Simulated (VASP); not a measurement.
Set up this calculation in VASP 6.6.1, as the native input.

```yaml
Task: electric field gradients
Functional: LDA
Potentials_or_basis: VASP PAW LDA potentials, release 64 (Sb_d_GW, Pt_sv_GW)
Cutoff: 430 eV
k_mesh: 11 × 11 × 8
Occupations: fermi-dirac, width 0.08 eV
Spin: no spin polarisation
Dipole_correction: no
Further_INCAR_settings: ALGO = Normal; EDIFF = 1e-08; NBANDS = 41
```

The structure of SbPt lies in POSCAR:

```
SbPt
1.0
    4.1022789289      0.0000000000      0.0000000000
   -2.0511394644      3.5526777658      0.0000000000
    0.0000000000      0.0000000000      5.4352740612
Sb Pt
2 2
Direct
    0.3333333333      0.6666666667      0.2500000000
    0.6666666667      0.3333333333      0.7500000000
    0.0000000000      0.0000000000      0.0000000000
    0.0000000000      0.0000000000      0.5000000000
```

One way to write it, as run:

INCAR

```
SYSTEM = SbPt
  PREC = Accurate
  ENCUT = 430
  EDIFF = 1E-8
  ISMEAR = -1
  SIGMA = 0.08
  LREAL = .False.
  LASPH = .True.
  NELM = 120
  ALGO = Normal
  ISIF = 2
  LWAVE = .False.
  LCHARG = .False.
  LEFG = .True.
  NBANDS = 41
  GGA_COMPAT = .False.
```

KPOINTS

```
regular mesh
0
Gamma
  11 11 8
  0 0 0
```

Potentials or basis: VASP PAW LDA potentials, release 64 (Sb_d_GW, Pt_sv_GW).

Run with:

```bash
$ cat potpaw_LDA.64/Sb_d_GW/POTCAR potpaw_LDA.64/Pt_sv_GW/POTCAR > POTCAR
$ mpirun -np 1 vasp_std > vasp.out
```

Results of the run:

The pressure is 1.8 GPa, the band gap on the k mesh is zero (bands 33 and 34 overlap by 4.06 eV) and the largest electric field gradient by atom is Sb +19.2; Pt -108.5 V/Å².

Caveat: without QUAD_EFG the Cq values of the log hold for a quadrupole moment of 1 mb, not for the nuclei; spin-orbit coupling is left out, which moves the levels of the heavy elements.

Run time: 2.2 min on 1 thread of AMD EPYC 9R45 96-Core Processor (Zen 5), with other jobs on the host, peak memory 0.27 GiB.
